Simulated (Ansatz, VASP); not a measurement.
One calculation of KF, two programs

Contents of INCAR:

```
PREC = Accurate ; ENCUT = 520
EDIFF = 1E-6 ; ISMEAR = 0
SIGMA = 0.05 ; LREAL = False
LASPH = True ; NELM = 60
ALGO = Normal ; ISIF = 2
LWAVE = False ; LCHARG = False
GGA = CA ; NBANDS = 15
```

KPOINTS

```
regular mesh
0
Gamma
  8 8 8
```

Contents of POSCAR:

```
KF
1.0
    0.1103280900      2.6102092823      2.6102092823
    2.6102092823      0.1103280900      2.6102092823
    2.6102092823      2.6102092823      0.1103280900
K F
1 1
Direct
    0.0000000000      0.0000000000      0.0000000000
    0.5000000000      0.5000000000      0.5000000000
```

Input for Ansatz:

```yaml
crystal:
  lattice:
    - [0.11032809, 2.6102092823, 2.6102092823]
    - [2.6102092823, 0.11032809, 2.6102092823]
    - [2.6102092823, 2.6102092823, 0.11032809]
  atoms:
    - { symbol: K, position: [0.0, 0.0, 0.0] }
    - { symbol: F, position: [0.5, 0.5, 0.5] }
basis:
  ecutwfc: 520.0
kpoints:
  mp_grid: { grid: [8, 8, 8] }
hamiltonian:
  xc: lda
scf:
  occupations: { method: gaussian, width: 0.05 }
output:
  forces: true
  stress: true
  eigenvalues: true
```

Alike in both runs: task single point; functional LDA; k mesh 8 × 8 × 8; occupations gaussian, width 0.05 eV; no spin polarisation.

|  | VASP | Ansatz |
| --- | --- | --- |
| version | VASP 6.6.1 | Ansatz 0.2.0 |
| potentials or method | VASP PAW LDA potentials, release 64 (K_sv, F), cutoff 520 eV | scalar-relativistic, plane waves, PAW |
| valence electrons in the cell | 16 | 16 |

```tsv
	VASP	Ansatz	Ansatz less VASP
gap on the k mesh at the Fermi level (eV)	6.50	6.52	+0.020
least direct gap on the mesh (eV)	6.50	6.52	+0.020
pressure (GPa)	1.7	1.4	-0.30
traceless stress, the component that is largest in VASP (GPa)	-0.62	-0.63	-0.016
```

LDA's correlation is that of Perdew and Zunger in VASP and of Perdew and Wang (1992) in Ansatz.
